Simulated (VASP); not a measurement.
# Zr (Im-3m) in VASP: further runs

Zr is run at these levels: PBE; tasks: single point.

Program: VASP 6.6.1. These are calculated values, not measurements. Logs are shortened: lines on timing, memory, paths and dates and some standing lists are left out, and cuts for length are marked.

## (1) The cell of the first run

The structure is cubic, space group Im-3m (No. 229). The conventional cell has a = 3.620 Å, b = 3.620 Å, c = 3.620 Å, α = 90.00°, β = 90.00°, γ = 90.00°. Within 4.1 Å of Zr (site symmetry m-3m) lie 14 Zr at 3.14 to 3.62 Å.

This isn't the form of Zr at room conditions, which is hcp.

## (2) Single point, PBE

Contents of INCAR:

```
  PREC = Accurate
  ENCUT = 500
  EDIFF = 1E-6
  ISMEAR = 1
  SIGMA = 0.1
  LREAL = False
  LASPH = True
  NELM = 120
  ALGO = Normal
  ISIF = 2
  LWAVE = False
  LCHARG = True
  GGA = PE
  LELF = True
  LVHAR = True
  NBANDS = 12
  GGA_COMPAT = False
```

Contents of KPOINTS:

```
Automatic mesh
0
Gamma
  3 3 3
```

Contents of POSCAR:

```
Zr
1.0
   -1.8100000000      1.8100000000      1.8100000000
    1.8100000000     -1.8100000000      1.8100000000
    1.8100000000      1.8100000000     -1.8100000000
Zr
1
Direct
    0.0000000000      0.0000000000      0.0000000000
```

Potentials or basis: VASP PAW PBE potentials, release 64 (Zr_sv).

Run with:

```bash
cat potpaw_PBE.64/Zr_sv/POTCAR > POTCAR
mpirun -np 1 vasp_std > vasp.out
```

OUTCAR:

```text
PREC = Accurate
   ENCUT = 500
   EDIFF = 1E-6
   ISMEAR = 1
   LREAL = False
   LASPH = True
   NELM = 120
   ISIF = 2
   GGA = PE

 ion  position               nearest neighbor table
   1  0.000  0.000  0.000-

  LATTYP: Found a body centered cubic cell.
 ALAT       =     3.6200000000

  Lattice vectors:

 A1 = (  -1.8100000000,   1.8100000000,   1.8100000000)
 A2 = (   1.8100000000,  -1.8100000000,   1.8100000000)
 A3 = (   1.8100000000,   1.8100000000,  -1.8100000000)

Analysis of symmetry for initial positions (statically):
=====================================================================
 Subroutine PRICEL returns:
 Original cell was already a primitive cell.

 Routine SETGRP: Setting up the symmetry group for a
 body centered cubic supercell.

 Subroutine GETGRP returns: Found 48 space group operations
 (whereof 48 operations were pure point group operations)
 out of a pool of 48 trial point group operations.

The static configuration has the point symmetry O_h .

Analysis of symmetry for dynamics (positions and initial velocities):
=====================================================================
 Subroutine PRICEL returns:
 Original cell was already a primitive cell.

 Routine SETGRP: Setting up the symmetry group for a
 body centered cubic supercell.

 Subroutine GETGRP returns: Found 48 space group operations
 (whereof 48 operations were pure point group operations)
 out of a pool of 48 trial point group operations.

The dynamic configuration has the point symmetry O_h .

 Subroutine INISYM returns: Found 48 space group operations
 (whereof 48 operations are pure point group operations),
 and found     1 'primitive' translations

----------------------------------------------------------------------------------------

                                     Primitive cell

  volume of cell :      23.7190

  direct lattice vectors                    reciprocal lattice vectors
    -1.810000000  1.810000000  1.810000000     0.000000000  0.276243094  0.276243094
     1.810000000 -1.810000000  1.810000000     0.276243094  0.000000000  0.276243094
     1.810000000  1.810000000 -1.810000000     0.276243094  0.276243094  0.000000000

  length of vectors
     3.135011962  3.135011962  3.135011962     0.390666730  0.390666730  0.390666730

  position of ions in fractional coordinates (direct lattice)
     0.000000000  0.000000000  0.000000000

  ion indices of the primitive-cell ions
   primitive index   ion index
                 1           1

----------------------------------------------------------------------------------------

 KPOINTS: Automatic mesh

Automatic generation of k-mesh.
 Grid dimensions read from file:
 generate k-points for:    3    3    3

 Generating k-lattice:

  Cartesian coordinates                     Fractional coordinates (reciprocal lattice)
     0.000000000  0.092081031  0.092081031     0.333333333  0.000000000  0.000000000
     0.092081031  0.000000000  0.092081031     0.000000000  0.333333333  0.000000000
     0.092081031  0.092081031  0.000000000     0.000000000  0.000000000  0.333333333

  Length of vectors
     0.130222243  0.130222243  0.130222243

  Shift w.r.t. Gamma in fractional coordinates (k-lattice)
     0.000000000  0.000000000  0.000000000

 Subroutine IBZKPT returns following result:
 ===========================================

 Found      4 irreducible k-points:

 Following reciprocal coordinates:
            Coordinates               Weight
  0.000000  0.000000  0.000000      1.000000
  0.333333  0.000000  0.000000     12.000000
  0.333333  0.333333  0.000000      8.000000
 -0.333333  0.333333  0.333333      6.000000
   k-points           NKPTS =      4   k-points in BZ     NKDIM =      4   number of bands    NBANDS=     12
   number of dos      NEDOS =    301   number of ions     NIONS =      1
   total plane-waves  NPLWV =  13824
   dimension x,y,z NGX =    24 NGY =   24 NGZ =   24
   dimension x,y,z NGXF=    48 NGYF=   48 NGZF=   48
   ions per type =               1
   NGX,Y,Z   is equivalent  to a cutoff of  12.73, 12.73, 12.73 a.u.
   NGXF,Y,Z  is equivalent  to a cutoff of  25.45, 25.45, 25.45 a.u.
 SYSTEM =  unknown system
   PREC   = accura    normal or accurate (medium, high low for compatibility)
   ISTART =      0    job   : 0-new  1-cont  2-samecut
   ICHARG =      2    charge: 1-file 2-atom 10-const
   ISPIN  =      1    spin polarized calculation?
   LNONCOLLINEAR =      F non collinear calculations
   LSORBIT =      F    spin-orbit coupling
   LASPH  =      T    aspherical Exc in radial PAW
   ENCUT  =  500.0 eV  36.75 Ry    6.06 a.u.   5.72  5.72  5.72*2*pi/ulx,y,z
   NELM   =    120;   NELMIN=  2; NELMDL= -5     # of ELM steps
   EDIFF  = 0.1E-05   stopping-criterion for ELM
   LREAL  =      F    real-space projection
   EDIFFG = 0.1E-04   stopping-criterion for IOM
   NSW    =      0    number of steps for IOM
   IBRION =     -1    ionic relax: 0-MD 1-quasi-New 2-CG
   NFREE  =      0    steps in history (QN), initial steepest desc. (CG)
   ISIF   =      2    stress and relaxation
   ISYM   =      2    0-nonsym 1-usesym 2-fastsym
   POTIM  = 0.5000    time-step for ionic-motion
   TEBEG  =    0.0;   TEEND  =   0.0 temperature during run
   PSTRESS=    0.0 pullay stress
   NELECT =      12.0000    total number of electrons
   NUPDOWN=      -1.0000    fix difference up-down
   EMIN   =  10.00;   EMAX   =-10.00  energy-range for DOS
   EFERMI =   0.00;   METHOD = LEGACY
   ISMEAR =     1;   SIGMA  =   0.10  broadening in eV -4-tet -1-fermi 0-gaus
   EFERMI_NEDOS =   21; number of points for ismear=-14 and -15
   IALGO  =     38    algorithm
   IMIX   =      4    mixing-type and parameters
     AMIX     =   0.40;   BMIX     =  1.00
     AMIX_MAG =   1.60;   BMIX_MAG =  1.00
  volume/ion in A,a.u.               =      23.72       160.06
  Fermi-wavevector in a.u.,A,eV,Ry     =   1.304478  2.465105 23.152520  1.701662
  Thomas-Fermi vector in A             =   2.435411
   LORBIT       =      0    0 simple, 1 ext, 2 COOP (PROOUT), +10 PAW based schemes
   GGA     = PE    functional components
   LHFCALC =     F    Hartree Fock is set to
   AEXX    =    0.0000 exact exchange contribution
   IVDW    =     0    specifies the selected vdW correction
   LEPSILON=     F    determine dielectric tensor
   LRPA    =     F    only Hartree local field effects (RPA)
 non-spin polarized calculation
 Methfessel and Paxton  Order N= 1 SIGMA  =   0.10
  energy-cutoff  :      500.00
  volume of cell :       23.72
 maximum number of plane-waves:       606
   NGX = 11   NGY = 11   NGZ = 11

 number of electron      12.0000000 magnetization

 Free energy of the ion-electron system (eV)
  ---------------------------------------------------
  ext. energy  EPLUGINS =         0.00000000
  ---------------------------------------------------
  free energy    TOTEN  =        -8.41521189 eV

  energy without entropy =       -8.40914543  energy(sigma->0) =       -8.41318974

 E-fermi :   8.1993     XC(G=0): -11.0022

 val. band max:        8.1019307387   @ k =   0.3333   0.3333   0.0000
 cond. band min:       8.2127264483   @ k =   0.3333   0.0000   0.0000
 fundamental gap:      0.1107957096
 Fermi energy:         8.1992585866

 k-point     1 :       0.0000    0.0000    0.0000
  band No.  band energies     occupation
      1     -40.0956      2.00000
      2     -17.6305      2.00000
      3     -17.6305      2.00000
      4     -17.6305      2.00000
      5       3.1766      2.00000
      6       9.5895     -0.00000
      7       9.5895     -0.00000
      8       9.5895     -0.00000
      9      12.0045      0.00000
     10      12.0045      0.00000
     11      20.8408      0.00000
     12      20.8408      0.00000

 k-point     2 :       0.3333    0.0000    0.0000
  band No.  band energies     occupation
      1     -39.9916      2.00000
      2     -18.3186      2.00000
      3     -17.8478      2.00000
      4     -17.6353      2.00000
      5       5.5583      2.00000
      6       8.2127      0.77433
      7       8.9465     -0.00000
      8      11.8255      0.00000
      9      12.3171      0.00000
     10      12.7600      0.00000
     11      19.7681      0.00000
     12      20.4869      0.00000

 k-point     3 :       0.3333    0.3333    0.0000
  band No.  band energies     occupation
      1     -39.9389      2.00000
      2     -18.2559      2.00000
      3     -18.2559      2.00000
      4     -17.7447      2.00000
      5       7.2366      2.00000
      6       8.1019      2.04426
      7       8.1019      2.04425
      8      12.3695      0.00000
      9      12.3695      0.00000
     10      16.6479      0.00000
     11      17.9504      0.00000
     12      17.9504      0.00000

 k-point     4 :      -0.3333    0.3333    0.3333
  band No.  band energies     occupation
      1     -39.9097      2.00000
      2     -18.2254      2.00000
      3     -18.0932      2.00000
      4     -18.0932      2.00000
      5       6.8191      2.00000
      6       7.0626      2.00000
      7      10.9135      0.00000
      8      10.9135      0.00000
      9      12.5280      0.00000
     10      13.2353      0.00000
     11      20.8283      0.00000
     12      20.8283      0.00000

------------------------ aborting loop because EDIFF is reached ----------------------------------------

  FORCE on cell =-STRESS in cart. coord.  units (eV):
  Direction    XX          YY          ZZ          XY          YZ          ZX
  --------------------------------------------------------------------------------------
  -------------------------------------------------------------------------------------
  Total       -0.3273488     -0.3273488     -0.3273488      0.0000000     -0.0000000      0.0000000
  in kB      -22.1118791    -22.1118791    -22.1118791      0.0000000     -0.0000000      0.0000000
  external PRESSURE =     -22.1118791 kB  Pullay stress =       0.0000000 kB

 VOLUME and BASIS-vectors are now :
 -----------------------------------------------------------------------------
  energy-cutoff  :      500.00
  volume of cell :       23.72
      direct lattice vectors                 reciprocal lattice vectors
    -1.810000000  1.810000000  1.810000000     0.000000000  0.276243094  0.276243094
     1.810000000 -1.810000000  1.810000000     0.276243094  0.000000000  0.276243094
     1.810000000  1.810000000 -1.810000000     0.276243094  0.276243094  0.000000000

 POSITION                                       TOTAL-FORCE (eV/Angst)
 -----------------------------------------------------------------------------------
      0.00000      0.00000      0.00000        -0.000000      0.000000      0.000000
 -----------------------------------------------------------------------------------
    total drift:                                0.000000      0.000000      0.000000

  FREE ENERGIE OF THE ION-ELECTRON SYSTEM (eV)
  ---------------------------------------------------
  free  energy   TOTEN  =        -8.4152118935 eV

  energy  without entropy=       -8.4091454286  energy(sigma->0) =       -8.41318974
```

It took 4.2 s on 1 thread of Intel Xeon 8259CL, shared host; peak memory 0.13 GiB.

What came out:

- Free energy: -8.4152 eV
- Pressure: -2.2 GPa
- Band gap on the k mesh: zero (bands 6 and 7 overlap by 1.49 eV)

Caveat: the k points lie up to 0.82 Å⁻¹ apart, too coarse for converged energies and pressures of a metal.

## (3) Single point, PBE

Contents of INCAR:

```
SYSTEM = Zr
PREC = Accurate
ENCUT = 500
EDIFF = 1E-6
ISMEAR = 1
SIGMA = 0.1
LREAL = .FALSE.
LASPH = .TRUE.
NELM = 120
ALGO = Normal
ISIF = 2
LWAVE = .FALSE.
LCHARG = .TRUE.
GGA = PE
LELF = .TRUE.
LVHAR = .TRUE.
NBANDS = 12
GGA_COMPAT = .FALSE.
```

Contents of KPOINTS:

```
Automatic mesh
0
G
  5 5 5
  0 0 0
```

POSCAR is that of step 2.

Potentials or basis: VASP PAW PBE potentials, release 64 (Zr_sv).

Run with:

```bash
cat potpaw_PBE.64/Zr_sv/POTCAR > POTCAR
mpirun -np 1 vasp_std > vasp.out
```

It took 4.4 s on 1 thread of Intel Xeon 8259CL, shared host; peak memory 0.13 GiB.

It converged, with:

- Free energy: -8.4808 eV
- Pressure: -3.7 GPa
- Band gap on the k mesh: zero (bands 6 and 7 overlap by 1.79 eV)

Levels at points of the mesh, in eV from the Fermi level:
```tsv
k point	band 4	band 5	band 6	band 7	band 8	band 9
(0.00, 0.00, 0.00)	-26.08	-5.34	1.11	1.11	1.11	3.53
```

Caveat: the k points lie up to 0.49 Å⁻¹ apart, too coarse for converged energies and pressures of a metal.

## (4) Single point, PBE

Contents of INCAR:

```
PREC = Accurate ; ENCUT = 500
EDIFF = 1E-6 ; ISMEAR = 1
SIGMA = 0.1 ; LREAL = False
LASPH = True ; NELM = 120
ALGO = Normal ; ISIF = 2
LWAVE = False ; LCHARG = False
GGA = PE ; NBANDS = 12
GGA_COMPAT = False
```

Contents of KPOINTS:

```
Automatic mesh
0
Gamma
  7 7 7
```

POSCAR is that of step 3.

Run with:

```bash
cat potpaw_PBE.64/Zr_sv/POTCAR > POTCAR
mpirun -np 1 vasp_std > vasp.out
```

It took 7.4 s on 1 thread of Intel Xeon 8259CL, shared host; peak memory 0.14 GiB.

Results (log left out):

```
Free energy            : -8.3743 eV
Pressure               : -1.9 GPa
Band gap on the k mesh : zero (bands 6 and 7 overlap by 1.57 eV)
```

Levels at points of the mesh, in eV from the Fermi level:
```csv
k point,band 4,band 5,band 6,band 7,band 8,band 9
"(0.00, 0.00, 0.00)",-26.14,-5.39,1.05,1.05,1.05,3.48
```

## (5) The runs side by side

```csv
k mesh,gap on the mesh (eV),pressure (GPa)
3 × 3 × 3,none,-2.2
5 × 5 × 5,none,-3.7
7 × 7 × 7,none,-1.9
```

Alike in all rows: task single point; level PBE; potentials or basis VASP PAW PBE potentials, release 64 (Zr_sv); no spin polarisation; cell as given; cutoff (eV) 500; smearing methfessel-paxton 0.1 eV.

Caveats: some runs use coarse meshes.

Absolute energies hang on the potentials; compare differences alone.

The gap in the log of VASP goes by the Fermi energy; the results here count the filled bands.